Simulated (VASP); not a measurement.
# NaTbBr4 (P4/mmm) in VASP: relaxation of cell and atoms with PBE

Aim: the relaxation of cell and atoms of NaTbBr4 with PBE.

Program: VASP 6.6.1. These are calculated values, not measurements. Logs are shortened: lines on timing, memory, paths and dates and some standing lists are left out, and cuts for length are marked.

### 1 The cell of the first run

The structure is tetragonal, space group P4/mmm (No. 123). The conventional cell has a = 7.448 Å, b = 7.448 Å, c = 3.768 Å, α = 90.00°, β = 90.00°, γ = 90.00°. Na (site symmetry 4/mmm) has 4 Br at 2.91 Å and 2 Na at 3.77 Å within 3.8 Å. Tb (site symmetry 4/mmm) has 8 Br at 3.02 Å and 2 Tb at 3.77 Å within 4.0 Å. Within 3.8 Å of Br (site symmetry m2m) lie 1 Na at 2.91 Å and 2 Tb at 3.02 Å and 4 Br at 3.33 to 3.77 Å.

The cell was built from a structure type or drawn by symmetry, and may not be a known phase.

### 2 Relaxation of cell and atoms, PBE

INCAR reads:

```
PREC = Accurate
ENCUT = 500
EDIFF = 1E-7
ISMEAR = 0
SIGMA = 0.02
LREAL = F
LASPH = T
NELM = 200
ALGO = Normal
ISIF = 3
LWAVE = F
LCHARG = F
GGA = PE
IBRION = 2
NSW = 100
EDIFFG = -0.01
GGA_COMPAT = F
NELMIN = 4
LMAXMIX = 6
```

KPOINTS reads:

```
Automatic mesh
0
Gamma
  4 4 8
```

POSCAR reads:

```
NaTbBr4
1.0
    7.4480291440      0.0000000000      0.0000000000
    0.0000000000      7.4480291440      0.0000000000
    0.0000000000      0.0000000000      3.7679710802
Na Tb Br
1 1 4
Direct
    0.5000000000      0.5000000000      0.5000000000
    0.0000000000      0.0000000000      0.0000000000
    0.2237821373      0.7762178627      0.5000000000
    0.7762178627      0.2237821373      0.5000000000
    0.2237821373      0.2237821373      0.5000000000
    0.7762178627      0.7762178627      0.5000000000
```

Potentials or basis: VASP PAW PBE potentials, release 64 (Na_pv, Tb_3, Br), 4f in core.

Started as:

```console
$ cat potpaw_PBE.64/Na_pv/POTCAR potpaw_PBE.64/Tb_3/POTCAR potpaw_PBE.64/Br/POTCAR > POTCAR
$ mpirun -np 1 vasp_std > vasp.out
```

OUTCAR:

```text
PREC = Accurate
   ENCUT = 500
   EDIFF = 1E-7
   ISMEAR = 0
   LREAL = F
   LASPH = T
   NELM = 200
   ISIF = 3
   GGA = PE
   IBRION = 2
   NSW = 100
   EDIFFG = -0.01
   NELMIN = 4

 ion  position               nearest neighbor table
   1  0.500  0.500  0.500-
   2  0.000  0.000  0.000-   3 3.02   4 3.02   5 3.02   6 3.02   3 3.02   4 3.02   5 3.02   6 3.02

   3  0.224  0.776  0.500-   2 3.02   2 3.02
   4  0.776  0.224  0.500-   2 3.02   2 3.02
   5  0.224  0.224  0.500-   2 3.02   2 3.02
   6  0.776  0.776  0.500-   2 3.02   2 3.02

  LATTYP: Found a simple tetragonal cell.
 ALAT       =     7.4480291440
 C/A-ratio  =     0.5059017637

  Lattice vectors:

 A1 = (   7.4480291440,   0.0000000000,   0.0000000000)
 A2 = (   0.0000000000,   7.4480291440,   0.0000000000)
 A3 = (   0.0000000000,   0.0000000000,   3.7679710802)

Analysis of symmetry for initial positions (statically):
=====================================================================
 Subroutine PRICEL returns:
 Original cell was already a primitive cell.

 Routine SETGRP: Setting up the symmetry group for a
 simple tetragonal supercell.

 Subroutine GETGRP returns: Found 16 space group operations
 (whereof 16 operations were pure point group operations)
 out of a pool of 16 trial point group operations.

The static configuration has the point symmetry D_4h.

Analysis of symmetry for dynamics (positions and initial velocities):
=====================================================================
 Subroutine PRICEL returns:
 Original cell was already a primitive cell.

 Routine SETGRP: Setting up the symmetry group for a
 simple tetragonal supercell.

 Subroutine GETGRP returns: Found 16 space group operations
 (whereof 16 operations were pure point group operations)
 out of a pool of 16 trial point group operations.

The dynamic configuration has the point symmetry D_4h.

 Subroutine INISYM returns: Found 16 space group operations
 (whereof 16 operations are pure point group operations),
 and found     1 'primitive' translations

----------------------------------------------------------------------------------------

                                     Primitive cell

  volume of cell :     209.0212

  direct lattice vectors                    reciprocal lattice vectors
     7.448029144  0.000000000  0.000000000     0.134263707  0.000000000  0.000000000
     0.000000000  7.448029144  0.000000000     0.000000000  0.134263707  0.000000000
     0.000000000  0.000000000  3.767971080     0.000000000  0.000000000  0.265394818

  length of vectors
     7.448029144  7.448029144  3.767971080     0.134263707  0.134263707  0.265394818

  position of ions in fractional coordinates (direct lattice)
     0.500000000  0.500000000  0.500000000
     0.000000000  0.000000000  0.000000000
     0.223782137  0.776217863  0.500000000
     0.776217863  0.223782137  0.500000000
     0.223782137  0.223782137  0.500000000
     0.776217863  0.776217863  0.500000000

  ion indices of the primitive-cell ions
   primitive index   ion index
                 1           1
                 2           2
                 3           3
                 4           4
                 5           5
                 6           6

----------------------------------------------------------------------------------------

 KPOINTS: Automatic mesh

Automatic generation of k-mesh.
 Grid dimensions read from file:
 generate k-points for:    4    4    8

 Generating k-lattice:

  Cartesian coordinates                     Fractional coordinates (reciprocal lattice)
     0.033565927  0.000000000  0.000000000     0.250000000  0.000000000  0.000000000
     0.000000000  0.033565927  0.000000000     0.000000000  0.250000000  0.000000000
     0.000000000  0.000000000  0.033174352     0.000000000  0.000000000  0.125000000

  Length of vectors
     0.033565927  0.033565927  0.033174352

  Shift w.r.t. Gamma in fractional coordinates (k-lattice)
     0.000000000  0.000000000  0.000000000

 Subroutine IBZKPT returns following result:
 ===========================================

 Found     30 irreducible k-points:

 Following reciprocal coordinates:
            Coordinates               Weight
  0.000000  0.000000  0.000000      1.000000
  0.250000  0.000000  0.000000      4.000000
  0.500000  0.000000  0.000000      2.000000
  0.250000  0.250000  0.000000      4.000000
  0.500000  0.250000  0.000000      4.000000
  0.500000  0.500000  0.000000      1.000000
[... 16 lines left out ...]
  0.500000  0.250000  0.375000      8.000000
  0.500000  0.500000  0.375000      2.000000
 [... further k-points ...]
   k-points           NKPTS =     30   k-points in BZ     NKDIM =     30   number of bands    NBANDS=     26
   number of dos      NEDOS =    301   number of ions     NIONS =      6
   total plane-waves  NPLWV =  81648
   dimension x,y,z NGX =    54 NGY =   54 NGZ =   28
   dimension x,y,z NGXF=   108 NGYF=  108 NGZF=   56
   ions per type =               1   1   4
   NGX,Y,Z   is equivalent  to a cutoff of  12.05, 12.05, 12.35 a.u.
   NGXF,Y,Z  is equivalent  to a cutoff of  24.11, 24.11, 24.71 a.u.
 SYSTEM =  unknown system
   PREC   = accura    normal or accurate (medium, high low for compatibility)
   ISTART =      0    job   : 0-new  1-cont  2-samecut
   ICHARG =      2    charge: 1-file 2-atom 10-const
   ISPIN  =      1    spin polarized calculation?
   LNONCOLLINEAR =      F non collinear calculations
   LSORBIT =      F    spin-orbit coupling
   LASPH  =      T    aspherical Exc in radial PAW
   ENCUT  =  500.0 eV  36.75 Ry    6.06 a.u.  13.58 13.58  6.87*2*pi/ulx,y,z
   NELM   =    200;   NELMIN=  4; NELMDL= -5     # of ELM steps
   EDIFF  = 0.1E-06   stopping-criterion for ELM
   LREAL  =      F    real-space projection
   EDIFFG = -.1E-01   stopping-criterion for IOM
   NSW    =    100    number of steps for IOM
   IBRION =      2    ionic relax: 0-MD 1-quasi-New 2-CG
   NFREE  =      1    steps in history (QN), initial steepest desc. (CG)
   ISIF   =      3    stress and relaxation
   ISYM   =      2    0-nonsym 1-usesym 2-fastsym
   POTIM  = 0.5000    time-step for ionic-motion
   TEBEG  =    0.0;   TEEND  =   0.0 temperature during run
   PSTRESS=    0.0 pullay stress
   NELECT =      44.0000    total number of electrons
   NUPDOWN=      -1.0000    fix difference up-down
   EMIN   =  10.00;   EMAX   =-10.00  energy-range for DOS
   EFERMI =   0.00;   METHOD = LEGACY
   ISMEAR =     0;   SIGMA  =   0.02  broadening in eV -4-tet -1-fermi 0-gaus
   EFERMI_NEDOS =   21; number of points for ismear=-14 and -15
   IALGO  =     38    algorithm
   IMIX   =      4    mixing-type and parameters
     AMIX     =   0.40;   BMIX     =  1.00
     AMIX_MAG =   1.60;   BMIX_MAG =  1.00
  volume/ion in A,a.u.               =      34.84       235.09
  Fermi-wavevector in a.u.,A,eV,Ry     =   0.973858  1.840325 12.903757  0.948399
  Thomas-Fermi vector in A             =   2.104271
   LORBIT       =      0    0 simple, 1 ext, 2 COOP (PROOUT), +10 PAW based schemes
   GGA     = PE    functional components
   LHFCALC =     F    Hartree Fock is set to
   AEXX    =    0.0000 exact exchange contribution
   IVDW    =     0    specifies the selected vdW correction
   LEPSILON=     F    determine dielectric tensor
   LRPA    =     F    only Hartree local field effects (RPA)
 conjugate gradient relaxation of ions
 non-spin polarized calculation
 Gauss-broadening in eV      SIGMA  =   0.02
  energy-cutoff  :      500.00
  volume of cell :      209.02
 maximum number of plane-waves:      5336
   NGX = 27   NGY = 27   NGZ = 13

--------------------------------------- Ionic step        1  -------------------------------------------

 number of electron      44.0000008 magnetization

 Free energy of the ion-electron system (eV)
  ---------------------------------------------------
  ext. energy  EPLUGINS =         0.00000000
  ---------------------------------------------------
  free energy    TOTEN  =       -21.74957211 eV

  energy without entropy =      -21.74957211  energy(sigma->0) =      -21.74957211

------------------------ aborting loop because EDIFF is reached ----------------------------------------

  FORCE on cell =-STRESS in cart. coord.  units (eV):
  Direction    XX          YY          ZZ          XY          YZ          ZX
  --------------------------------------------------------------------------------------
  -------------------------------------------------------------------------------------
  Total       -0.1568078     -0.1568078     -0.3798587      0.0000000      0.0000000      0.0000000
  in kB       -1.2019542     -1.2019542     -2.9116718      0.0000000      0.0000000      0.0000000
  external PRESSURE =      -1.7718601 kB  Pullay stress =       0.0000000 kB
[... 145 lines left out ...]
  energy  without entropy=      -21.7505920650  energy(sigma->0) =      -21.75059207

--------------------------------------- Ionic step        5  -------------------------------------------

 number of electron      44.0000003 magnetization

 Free energy of the ion-electron system (eV)
  ---------------------------------------------------
  ext. energy  EPLUGINS =         0.00000000
  ---------------------------------------------------
  free energy    TOTEN  =       -21.75061137 eV

  energy without entropy =      -21.75061137  energy(sigma->0) =      -21.75061137

 E-fermi :   0.1607     XC(G=0):  -7.5152

 val. band max:        0.0751060292   @ k =   0.0000   0.0000   0.5000
 cond. band min:       1.2512547491   @ k =   0.0000   0.0000   0.0000
 fundamental gap:      1.1761487200
 Fermi energy:         0.1607199409

 k-point     1 :       0.0000    0.0000    0.0000
  band No.  band energies     occupation
      1     -23.7319      2.00000
      2     -23.6446      2.00000
      3     -23.6446      2.00000
      4     -22.8696      2.00000
      5     -22.8696      2.00000
      6     -22.7999      2.00000
[... 685 lines left out ...]
     25       4.0843      0.00000
     26       4.5467      0.00000

 [... further k-points ...]
[... 5 lines left out ...]
  --------------------------------------------------------------------------------------
  -------------------------------------------------------------------------------------
  Total       -0.0391437     -0.0391437      0.0349991      0.0000000      0.0000000      0.0000000
  in kB       -0.3021253     -0.3021253      0.2701360      0.0000000      0.0000000      0.0000000
  external PRESSURE =      -0.1113715 kB  Pullay stress =       0.0000000 kB
[... 21 lines left out ...]
  FREE ENERGIE OF THE ION-ELECTRON SYSTEM (eV)
  ---------------------------------------------------
  free  energy   TOTEN  =       -21.7506113714 eV

  energy  without entropy=      -21.7506113714  energy(sigma->0) =      -21.75061137

 reached required accuracy - stopping structural energy minimisation
```

It took 3.7 min on 1 thread of Intel Xeon 6975P-C (Granite Rapids), shared host; peak memory 0.38 GiB.

Results:

* Free energy: -21.7506 eV
* Relaxed volume: 34.60 Å³/atom
* Relaxed cell: a = 7.440 Å, b = 7.440 Å, c = 3.750 Å, α = 90.00°, β = 90.00°, γ = 90.00°
* Space group after relaxing (to 0.1 Å): P4/mmm (No. 123)
* Energy gained by relaxing: 0.2 meV/atom
* Ionic steps: 5
* Pressure after relaxing: 0.0 GPa
* Largest force after relaxing: 0.006 eV/Å
* Band gap on the k mesh: 1.18 eV (least direct gap 1.39 eV)

Forces in eV/Å, atoms in the order of the input:
```
Na   0.000  0.000  0.000
Tb   0.000  0.000  0.000
Br   0.004 -0.004  0.000
Br  -0.004  0.004  0.000
Br   0.004  0.004  0.000
Br  -0.004 -0.004  0.000
```

The path:
| step | energy change (eV) | largest force (eV/Å) | pressure (GPa) | volume (Å³) |
| --- | --- | --- | --- | --- |
| 1 | 0.0000 | 0.0014 | -0.18 | 209.02 |
| 2 | -0.0009 | 0.0226 | -0.01 | 207.86 |
| 3 | -0.0009 | 0.0265 | 0.01 | 207.67 |
| 4 | -0.0010 | 0.0140 | 0.00 | 207.62 |
| 5 | -0.0010 | 0.0055 | -0.01 | 207.58 |

Final structure:
```
Na Tb Br
1.0
     7.43961    0.00000    0.00000
     0.00000    7.43961    0.00000
     0.00000    0.00000    3.75046
Na Tb Br
1 1 4
Direct
  0.50000 0.50000 0.50000
  0.00000 0.00000 0.00000
  0.22398 0.77602 0.50000
  0.77602 0.22398 0.50000
  0.22398 0.22398 0.50000
  0.77602 0.77602 0.50000
```

Caveat: spin-orbit coupling is left out, which moves the levels of the heavy elements; the 4f electrons are frozen in the core, so they carry no moment and show no levels. A k mesh can miss the band edges.
